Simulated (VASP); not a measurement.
The system is Na.

```
Na
1.0
    -2.14100    2.14100    2.14100
     2.14100   -2.14100    2.14100
     2.14100    2.14100   -2.14100
Na
1
Direct
  0.00000 0.00000 0.00000
```

- Program: VASP 6.6.1
- Task: relaxation of cell and atoms
- Functional: PBE
- Potentials or basis: VASP PAW PBE potentials, release 64 (Na_pv)
- Cutoff: 600 eV
- k mesh: 8 × 8 × 8
- Occupations: fermi-dirac, width 0.02 eV
- Spin: no spin polarisation

At the start: pressure -0.4 GPa; volume 39.26 Å³/atom.

Problem. How do energy, volume and symmetry change on relaxing?

Solution. Over 3 steps the energy falls by 2.9 meV/atom and the volume is 37.09 Å³/atom (-5.5 %); space group Im-3m (No. 229, to 0.05 Å).

The path:
| step | energy change (eV) | largest force (eV/Å) | pressure (GPa) | volume (Å³) |
| --- | --- | --- | --- | --- |
| 1 | 0.0000 | 0.0000 | -0.41 | 39.26 |
| 2 | -0.0013 | 0.0000 | -0.31 | 38.69 |
| 3 | -0.0029 | 0.0000 | -0.01 | 37.09 |

Final structure:
```cif
data_structure
_symmetry_space_group_name_H-M 'P 1'
_symmetry_Int_Tables_number 1
_cell_length_a 3.6387
_cell_length_b 3.6387
_cell_length_c 3.6387
_cell_angle_alpha 109.471
_cell_angle_beta 109.471
_cell_angle_gamma 109.471
_cell_volume 37.09
loop_
_atom_site_label
_atom_site_type_symbol
_atom_site_fract_x
_atom_site_fract_y
_atom_site_fract_z
_atom_site_occupancy
Na1 Na 0.00000 0.00000 0.00000 1
```
